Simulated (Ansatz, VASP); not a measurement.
**One calculation of Ge, two programs**

```xyz
1
Lattice="-1.5602 1.6045 2.1131 1.5602 -1.6045 2.1131 1.5602 1.6045 -2.1131" Properties=species:S:1:pos:R:3 pbc="T T T"
Ge    0.0000    0.0000    0.0000
```

Alike in both runs: task single point; functional PBEsol; k mesh 18 × 18 × 18; occupations gaussian, width 0.1 eV; no spin polarisation.

|  | VASP | Ansatz |
| --- | --- | --- |
| version | VASP 6.6.1 | Ansatz 0.2.0 |
| potentials or method | VASP PAW PBE potentials, release 64 (Ge_d), cutoff 520 eV | scalar-relativistic, plane waves, PAW |
| valence electrons in the cell | 14 | 14 |

|  | VASP | Ansatz | Ansatz less VASP |
| --- | --- | --- | --- |
| gap on the k mesh at the Fermi level (eV) | none | none | - |
| pressure (GPa) | -7.4 | -7.2 | +0.16 |
| traceless stress, the component that is largest in VASP (GPa) | 0.43 | 0.43 | +0.003 |

VASP's potentials were made for PBE, not for PBEsol. A gap of «none» marks a metal or a gap that the smearing closes.
